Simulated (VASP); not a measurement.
# Os (P6_3/mmc) in VASP: settings compared, part 2 of 2

VASP 6.6.1. Earlier steps stand in the parts before.

## 3. Single point, PBEsol, non-collinear spin, zero start, spin-orbit coupling

This run uses another cell than the first one, of 13.98 Å³/atom.

File INCAR:

```
  PREC = Accurate
  ENCUT = 520
  EDIFF = 1E-6
  ISMEAR = -1
  SIGMA = 0.05
  LREAL = False
  LASPH = True
  NELM = 150
  ALGO = Fast
  ISIF = 2
  LWAVE = False
  LCHARG = False
  LNONCOLLINEAR = True
  MAGMOM = 0 0 0 0 0 0
  LORBIT = 11
  LSORBIT = True
  GGA_COMPAT = False
  LORBMOM = True
  LMAXMIX = 4
  GGA = PS
  NBANDS = 28
```

File KPOINTS:

```
Automatic mesh
0
Gamma
  11 11 6
```

File POSCAR:

```
Os
1.0
    2.7341000000      0.0000000000      0.0000000000
   -1.3670500000      2.3678000565      0.0000000000
    0.0000000000      0.0000000000      4.3197000000
Os
2
Direct
    0.6666666667      0.3333333333      0.7500000000
    0.3333333333      0.6666666667      0.2500000000
```

Potentials or basis: VASP PAW PBE potentials, release 64 (Os).

Command:

```
$ cat potpaw_PBE.64/Os/POTCAR > POTCAR
$ mpirun -np 1 vasp_ncl > vasp.out
```

OUTCAR:

```text
PREC = Accurate
   ENCUT = 520
   EDIFF = 1E-6
   ISMEAR = -1
   LREAL = False
   LASPH = True
   NELM = 150
   ISIF = 2
   LNONCOLLINEAR = True
   LORBIT = 11
   LSORBIT = True
   GGA = PS

 ion  position               nearest neighbor table
   1  0.667  0.333  0.750-   2 2.68   2 2.68   2 2.68   2 2.68   2 2.68   2 2.68
   2  0.333  0.667  0.250-   1 2.68   1 2.68   1 2.68   1 2.68   1 2.68   1 2.68

  LATTYP: Found a hexagonal cell.
 ALAT       =     2.7341000000
 C/A-ratio  =     1.5799348963

  Lattice vectors:

 A1 = (   2.7341000000,   0.0000000000,   0.0000000000)
 A2 = (  -1.3670500000,   2.3678000565,   0.0000000000)
 A3 = (   0.0000000000,   0.0000000000,   4.3197000000)

Analysis of symmetry for initial positions (statically):
=====================================================================
 Subroutine PRICEL returns:
 Original cell was already a primitive cell.

 Routine SETGRP: Setting up the symmetry group for a
 hexagonal supercell.

 Subroutine GETGRP returns: Found 24 space group operations
 (whereof 12 operations were pure point group operations)
 out of a pool of 24 trial point group operations.

The static configuration has the point symmetry D_3d.
 The point group associated with its full space group is D_6h.

Analysis of symmetry for dynamics (positions and initial velocities):
=====================================================================
 Subroutine PRICEL returns:
 Original cell was already a primitive cell.

 Routine SETGRP: Setting up the symmetry group for a
 hexagonal supercell.

 Subroutine GETGRP returns: Found 24 space group operations
 (whereof 12 operations were pure point group operations)
 out of a pool of 24 trial point group operations.

The dynamic configuration has the point symmetry D_3d.
 The point group associated with its full space group is D_6h.

Analysis of structural, dynamic, and magnetic symmetry:
=====================================================================
 Subroutine PRICEL returns:
 Original cell was already a primitive cell.

 Routine SETGRP: Setting up the symmetry group for a
 hexagonal supercell.

 Subroutine GETGRP returns: Found 24 space group operations
 (whereof 12 operations were pure point group operations)
 out of a pool of 24 trial point group operations.

The overall configuration has the point symmetry D_3d.
 The point group associated with its full space group is D_6h.

 Subroutine INISYM returns: Found 24 space group operations
 (whereof 12 operations are pure point group operations),
 and found     1 'primitive' translations

----------------------------------------------------------------------------------------

                                     Primitive cell

  volume of cell :      27.9649

  direct lattice vectors                    reciprocal lattice vectors
     2.734100000  0.000000000  0.000000000     0.365751070  0.211166479  0.000000000
    -1.367050000  2.367800057  0.000000000     0.000000000  0.422332957  0.000000000
[... 890 lines left out ...]

  FORCE on cell =-STRESS in cart. coord.  units (eV):
  Direction    XX          YY          ZZ          XY          YZ          ZX
  --------------------------------------------------------------------------------------
  -------------------------------------------------------------------------------------
  Total       -0.3178588     -0.3178588     -0.3963020     -0.0000000      0.0000000      0.0000000
  in kB      -18.2109154    -18.2109154    -22.7051195     -0.0000000      0.0000000      0.0000000
  external PRESSURE =     -19.7089835 kB  Pullay stress =       0.0000000 kB

 VOLUME and BASIS-vectors are now :
 -----------------------------------------------------------------------------
  energy-cutoff  :      520.00
  volume of cell :       27.96
      direct lattice vectors                 reciprocal lattice vectors
     2.734100000  0.000000000  0.000000000     0.365751070  0.211166479  0.000000000
    -1.367050000  2.367800057  0.000000000     0.000000000  0.422332957  0.000000000
     0.000000000  0.000000000  4.319700000     0.000000000  0.000000000  0.231497558

 POSITION                                       TOTAL-FORCE (eV/Angst)
 -----------------------------------------------------------------------------------
      1.36705      0.78927      3.23977        -0.000000      0.000000      0.000000
     -0.00000      1.57853      1.07993         0.000000     -0.000000     -0.000000
 -----------------------------------------------------------------------------------
    total drift:                                0.000000     -0.000000      0.000000

  FREE ENERGIE OF THE ION-ELECTRON SYSTEM (eV)
  ---------------------------------------------------
  free  energy   TOTEN  =       -25.1325197055 eV

  energy  without entropy=      -25.1190390411  energy(sigma->0) =      -25.12577937

 orbital moment (x)

 # of ion     p       d       tot
 ----------------------------------------
  1         0.000   0.000   0.000
  2        -0.000  -0.000  -0.000
 ----------------------------------------
           -0.000  -0.000  -0.000

 orbital moment (y)

 # of ion     p       d       tot
 ----------------------------------------
  1         0.000   0.000   0.000
  2         0.000   0.000   0.000
 ----------------------------------------
            0.000   0.000   0.000

 orbital moment (z)

 # of ion     p       d       tot
 ----------------------------------------
  1         0.000   0.000   0.000
  2         0.000  -0.000  -0.000
 ----------------------------------------
            0.000  -0.000  -0.000

 Spin-Orbit-Coupling matrix elements

 Ion:    1  E_soc:     -0.6638842
 l=   1
     0.0000000    -0.0447599    -0.0436528
    -0.0447599     0.0000000    -0.0447599
    -0.0436528    -0.0447599     0.0000000
 l=   2
     0.0000000    -0.0135958     0.0000000    -0.0135958    -0.0531615
    -0.0135958     0.0000000    -0.0383038    -0.0146171    -0.0135958
     0.0000000    -0.0383038     0.0000000    -0.0383038     0.0000000
    -0.0135958    -0.0146171    -0.0383038     0.0000000    -0.0135958
    -0.0531615    -0.0135958     0.0000000    -0.0135958     0.0000000
 l=   3
     0.0000000     0.0000000     0.0000000     0.0000000     0.0000000     0.0000000     0.0000000
     0.0000000     0.0000000     0.0000000     0.0000000     0.0000000     0.0000000     0.0000000
     0.0000000     0.0000000     0.0000000     0.0000000     0.0000000     0.0000000     0.0000000
     0.0000000     0.0000000     0.0000000     0.0000000     0.0000000     0.0000000     0.0000000
     0.0000000     0.0000000     0.0000000     0.0000000     0.0000000     0.0000000     0.0000000
     0.0000000     0.0000000     0.0000000     0.0000000     0.0000000     0.0000000     0.0000000
     0.0000000     0.0000000     0.0000000     0.0000000     0.0000000     0.0000000     0.0000000

 Ion:    2  E_soc:     -0.6638842
 l=   1
     0.0000000    -0.0447599    -0.0436528
    -0.0447599     0.0000000    -0.0447599
    -0.0436528    -0.0447599     0.0000000
 l=   2
     0.0000000    -0.0135958     0.0000000    -0.0135958    -0.0531615
    -0.0135958     0.0000000    -0.0383038    -0.0146171    -0.0135958
     0.0000000    -0.0383038     0.0000000    -0.0383038     0.0000000
    -0.0135958    -0.0146171    -0.0383038     0.0000000    -0.0135958
    -0.0531615    -0.0135958     0.0000000    -0.0135958     0.0000000
 l=   3
     0.0000000     0.0000000     0.0000000     0.0000000     0.0000000     0.0000000     0.0000000
     0.0000000     0.0000000     0.0000000     0.0000000     0.0000000     0.0000000     0.0000000
     0.0000000     0.0000000     0.0000000     0.0000000     0.0000000     0.0000000     0.0000000
     0.0000000     0.0000000     0.0000000     0.0000000     0.0000000     0.0000000     0.0000000
     0.0000000     0.0000000     0.0000000     0.0000000     0.0000000     0.0000000     0.0000000
     0.0000000     0.0000000     0.0000000     0.0000000     0.0000000     0.0000000     0.0000000
     0.0000000     0.0000000     0.0000000     0.0000000     0.0000000     0.0000000     0.0000000

 total charge

# of ion       s       p       d       tot
------------------------------------------
    1        0.660   0.802   6.016   7.478
    2        0.660   0.802   6.016   7.478
--------------------------------------------------
tot          1.321   1.603  12.032  14.956

 magnetization (x)

# of ion       s       p       d       tot
------------------------------------------
    1        0.000   0.000   0.000   0.000
    2        0.000   0.000  -0.000  -0.000
--------------------------------------------------
tot          0.000   0.000  -0.000  -0.000

 magnetization (y)

# of ion       s       p       d       tot
------------------------------------------
    1        0.000   0.000  -0.000  -0.000
    2        0.000   0.000   0.000   0.000
--------------------------------------------------
tot          0.000   0.000   0.000   0.000

 magnetization (z)

# of ion       s       p       d       tot
------------------------------------------
    1        0.000   0.000   0.000   0.000
    2        0.000   0.000   0.000   0.000
--------------------------------------------------
tot          0.000   0.000   0.000   0.000
```

stdout:

```text
POSCAR found type information on POSCAR Os
 POSCAR found :  1 types and       2 ions
 scaLAPACK will be used
 -----------------------------------------------------------------------------
|                                                                             |
|                                                                             |
|     You enforced a specific xc type in the INCAR file but a different       |
|     I HOPE YOU KNOW WHAT YOU ARE DOING!                                     |
|                                                                             |
 -----------------------------------------------------------------------------

 LDA part: xc-table for (Slater+PW92), standard interpolation
 POSCAR, INCAR and KPOINTS ok, starting setup
 FFT: planning ... GRIDC
 FFT: planning ... GRID_SOFT
 FFT: planning ... GRID
 WAVECAR not read
 entering main loop
```

Run time: 3.1 min. Hardware: 1 thread of Intel Xeon 8259CL, shared host; peak memory 0.21 GiB.

Results:

```yaml
Free_energy: -25.1325 eV
Pressure: -2.0 GPa
Net_moment: 0.00 μB per cell
Valence_electrons_inside_the_program's_atomic_spheres: Os 7.48
```

Moments on the atoms (μB; x, y, z):
```
Os  0.00 0.00 0.00
Os  0.00 0.00 0.00
```

Caveat: the PAW data sets were made with another functional, which shifts forces and pressure a little.

## 4. Single point, B3LYP

This run uses another cell than the first one, of 14.41 Å³/atom.

File POSCAR:

```
Os
1.0
    2.7746455767      0.0000000000      0.0000000000
   -1.3873227884      2.4029135560      0.0000000000
    0.0000000000      0.0000000000      4.3212390866
Os
2
Direct
    0.6666666667      0.3333333333      0.7500000000
    0.3333333333      0.6666666667      0.2500000000
```

File INCAR.step1:

```
ALGO = Normal
EDIFF = 1E-5
ENCUT = 520
GGA = PE
ISIF = 2
ISMEAR = -1
LASPH = T
LCHARG = F
LREAL = F
LWAVE = T
NBANDS = 15
NELM = 80
PREC = Accurate
SIGMA = 0.05
```

File INCAR.step2:

```
AEXX = 0.2
AGGAC = 0.81
AGGAX = 0.72
ALDAC = 0.19
ALGO = Normal
EDIFF = 1E-6
ENCUT = 520
GGA = B3
ISIF = 2
ISMEAR = -1
ISTART = 1
LASPH = T
LCHARG = F
LHFCALC = T
LREAL = F
LWAVE = F
NBANDS = 15
NELM = 80
PREC = Accurate
PRECFOCK = Normal
SIGMA = 0.05
```

File KPOINTS:

```
k-points
0
Gamma
  6 6 3
```

Command:

```
$ cat potpaw_PBE.64/Os/POTCAR > POTCAR
$ cp INCAR.step1 INCAR
$ mpirun -np 1 vasp_std > vasp.out
$ cp INCAR.step2 INCAR
$ mpirun -np 1 vasp_std > vasp.out
```

Wall time 29 min (1 thread of Intel Xeon 8259CL, shared host); peak memory 0.15 GiB.

Results (log left out):

```yaml
Free_energy: -23.9560 eV
Pressure: 3.4 GPa
Band_gap_on_the_k_mesh: zero (bands 8 and 9 overlap by 4.71 eV)
```

Stress tensor (GPa, compression positive):
```
3.15 0.00 0.00
0.00 3.15 0.00
0.00 0.00 3.85
```

Levels at points of the mesh, in eV from the Fermi level:
```csv
k point,band 5,band 6,band 7,band 8,band 9,band 10,band 11,band 12
"(0.00, 0.00, 0.00)",-3.19,-2.83,-2.83,-2.33,-2.33,0.58,2.09,2.09
"(0.50, 0.00, 0.00)",-3.33,-3.05,-2.26,2.38,2.99,3.20,5.03,6.39
```

Caveat: the k points lie up to 0.48 Å⁻¹ apart, too coarse for converged energies and pressures of a metal; the PAW data sets were made with another functional, which shifts forces and pressure a little; spin-orbit coupling is left out, which moves the levels of the heavy elements.

## 5. Single point, r2SCAN0

This run uses another cell than the first one, of 13.14 Å³/atom.

File POSCAR:

```
Os
1.0
    2.6782863798      0.0000000000      0.0000000000
   -1.3391431899      2.3194640436      0.0000000000
    0.0000000000      0.0000000000      4.2315181138
Os
2
Direct
    0.6666666667      0.3333333333      0.7500000000
    0.3333333333      0.6666666667      0.2500000000
```

INCAR.step1 is that of step 4.

File INCAR.step2:

```
AEXX = 0.25
ALGO = Normal
EDIFF = 1E-7
ENCUT = 520
ISIF = 2
ISMEAR = -1
ISTART = 1
LASPH = T
LCHARG = F
LHFCALC = T
LMIXTAU = T
LREAL = F
LWAVE = F
METAGGA = R2SCAN
NBANDS = 15
NELM = 80
PREC = Accurate
PRECFOCK = Normal
SIGMA = 0.05
```

KPOINTS is that of step 4.

Command:

```
$ cat potpaw_PBE.64/Os/POTCAR > POTCAR
$ cp INCAR.step1 INCAR
$ mpirun -np 1 vasp_std > vasp.out
$ cp INCAR.step2 INCAR
$ mpirun -np 1 vasp_std > vasp.out
```

Wall time 34 min (1 thread of AMD EPYC 7R13, shared host); peak memory 0.17 GiB.

Results (log left out):

* Free energy: -91.3737 eV
* Pressure: 23.3 GPa
* Band gap on the k mesh: zero (bands 8 and 9 overlap by 5.74 eV)

Stress tensor (GPa, compression positive):
```
25.24  0.00  0.00
 0.00 25.24  0.00
 0.00  0.00 19.53
```

Levels at points of the mesh, in eV from the Fermi level:
| k point | band 5 | band 6 | band 7 | band 8 | band 9 | band 10 | band 11 | band 12 |
| --- | --- | --- | --- | --- | --- | --- | --- | --- |
| (0.00, 0.00, 0.00) | -3.85 | -3.27 | -3.27 | -2.49 | -2.49 | -0.50 | 2.68 | 2.68 |
| (0.50, 0.00, 0.00) | -3.88 | -3.68 | -2.68 | 3.25 | 3.95 | 3.96 | 6.18 | 7.67 |

Caveat: the k points lie up to 0.49 Å⁻¹ apart, too coarse for converged energies and pressures of a metal; the PAW data sets were made with another functional, which shifts forces and pressure a little; spin-orbit coupling is left out, which moves the levels of the heavy elements.

## 6. Single point, r2SCAN0

This run uses another cell than the first one, of 13.42 Å³/atom.

File POSCAR:

```
Os
1.0
    2.6971481730      0.0000000000      0.0000000000
   -1.3485740865      2.3357988356      0.0000000000
    0.0000000000      0.0000000000      4.2613185190
Os
2
Direct
    0.6666666667      0.3333333333      0.7500000000
    0.3333333333      0.6666666667      0.2500000000
```

File INCAR.step1:

```
PREC = Accurate
ENCUT = 520
EDIFF = 1E-5
ISMEAR = -1
SIGMA = 0.05
LREAL = F
LASPH = T
NELM = 100
ALGO = Normal
ISIF = 2
LWAVE = T
LCHARG = F
NBANDS = 15
GGA = PE
```

File INCAR.step2:

```
PREC = Accurate
ENCUT = 520
EDIFF = 1E-6
ISMEAR = -1
SIGMA = 0.05
LREAL = F
LASPH = T
NELM = 100
ALGO = Normal
ISIF = 2
LWAVE = F
LCHARG = F
METAGGA = R2SCAN
LHFCALC = T
AEXX = 0.25
LMIXTAU = T
PRECFOCK = Normal
NBANDS = 15
ISTART = 1
```

File KPOINTS:

```
Automatic mesh
0
Gamma
  6 6 3
```

Potentials or basis: VASP PAW PBE potentials, release 64 (Os).

Command:

```
$ cat potpaw_PBE.64/Os/POTCAR > POTCAR
$ cp INCAR.step1 INCAR
$ mpirun -np 1 vasp_std > vasp.out
$ cp INCAR.step2 INCAR
$ mpirun -np 1 vasp_std > vasp.out
```

Wall time 31 min (1 thread of AMD EPYC 7R13, shared host); peak memory 0.17 GiB.

Results (log left out):

```
Free energy            : -91.4345 eV
Pressure               : 11.6 GPa
Band gap on the k mesh : zero (bands 8 and 9 overlap by 5.60 eV)
```

Stress tensor (GPa, compression positive):
```
13.67  0.00  0.00
 0.00 13.67  0.00
 0.00  0.00  7.48
```

Levels at points of the mesh, in eV from the Fermi level:
```csv
k point,band 4,band 5,band 6,band 7,band 8,band 9,band 10,band 11,band 12,band 13
"(0.00, 0.00, 0.00)",-4.19,-3.75,-3.19,-3.19,-2.44,-2.44,-0.51,2.61,2.61,11.56
"(0.50, 0.00, 0.00)",-4.90,-3.83,-3.61,-2.62,3.16,3.82,3.83,6.01,7.48,11.59
```

Caveat: the k points lie up to 0.49 Å⁻¹ apart, too coarse for converged energies and pressures of a metal; the PAW data sets were made with another functional, which shifts forces and pressure a little; spin-orbit coupling is left out, which moves the levels of the heavy elements.

## 7. The runs side by side

| level | spin | cell | k mesh | grid for exact exchange (PRECFOCK) | share of exact exchange | gap on the mesh (eV) | pressure (GPa) |
| --- | --- | --- | --- | --- | --- | --- | --- |
| r2SCAN | off | a = 2.788, b = 2.788, c = 4.404 Å, angles 90.0, 90.0, 120.0°, 2 atoms | 11 × 11 × 6 | - | - | none | -20.4 |
| PBEsol | non-collinear, zero start, SOC | a = 2.734, b = 2.734, c = 4.320 Å, angles 90.0, 90.0, 120.0°, 2 atoms | 11 × 11 × 6 | - | - | - | -2.0 |
| B3LYP | off | a = 2.775, b = 2.775, c = 4.321 Å, angles 90.0, 90.0, 120.0°, 2 atoms | 6 × 6 × 3 | Normal | 0.2 | none | 3.4 |
| r2SCAN0 | off | a = 2.678, b = 2.678, c = 4.232 Å, angles 90.0, 90.0, 120.0°, 2 atoms | 6 × 6 × 3 | Normal | 0.25 | none | 23.3 |
| r2SCAN0 | off | a = 2.697, b = 2.697, c = 4.261 Å, angles 90.0, 90.0, 120.0°, 2 atoms | 6 × 6 × 3 | Normal | 0.25 | none | 11.6 |

Alike in all rows: task single point; potentials or basis VASP PAW PBE potentials, release 64 (Os); cutoff (eV) 520; smearing fermi-dirac 0.05 eV.

Caveats: some runs use coarse meshes; the PAW data sets were made with another functional, which shifts forces and pressure a little; spin-orbit coupling is left out, which moves the levels of the heavy elements (at least some runs); the cell stands under tension (at least some runs).

Total energies depend on the potentials used, so only differences within one code and one set of settings carry meaning.
